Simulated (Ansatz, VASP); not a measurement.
**Ir: VASP beside Ansatz**

```xyz
1
Lattice="0.0000 1.9684 1.9684 1.9684 0.0000 1.9684 1.9684 1.9684 0.0000" Properties=species:S:1:pos:R:3 pbc="T T T"
Ir    0.0000    0.0000    0.0000
```

Alike in both runs: functional BLYP; k mesh 14 × 14 × 14; occupations fermi-dirac, width 0.05 eV; collinear spin.

Ansatz relaxed the structure, and its values are those at the end. VASP's run is a single point on that final structure, the one shown.

|  | VASP | Ansatz |
| --- | --- | --- |
| version | VASP 6.6.1 | Ansatz 0.2.0 |
| potentials or method | VASP PAW PBE potentials, release 64 (Ir), cutoff 520 eV | plane waves (420 eV) with PAW, scalar-relativistic |
| valence electrons in the cell | 9 | 17 |

|  | VASP | Ansatz | Ansatz less VASP |
| --- | --- | --- | --- |
| pressure (GPa) | 2.4 | 0.0 | -2.37 |
| net moment per atom (μB) | 0.00 | 0.00 | 0.000 |

VASP's potentials were made for PBE, not for BLYP. The functional is the same, so the differences come from potentials, cutoffs and numerics. VASP's potentials hold 9 valence electrons a cell and Ansatz's 17, so a difference there can come from the potentials and not from the codes. Ansatz's warnings: seeded moment not kept.

Spin-orbit coupling is off throughout.
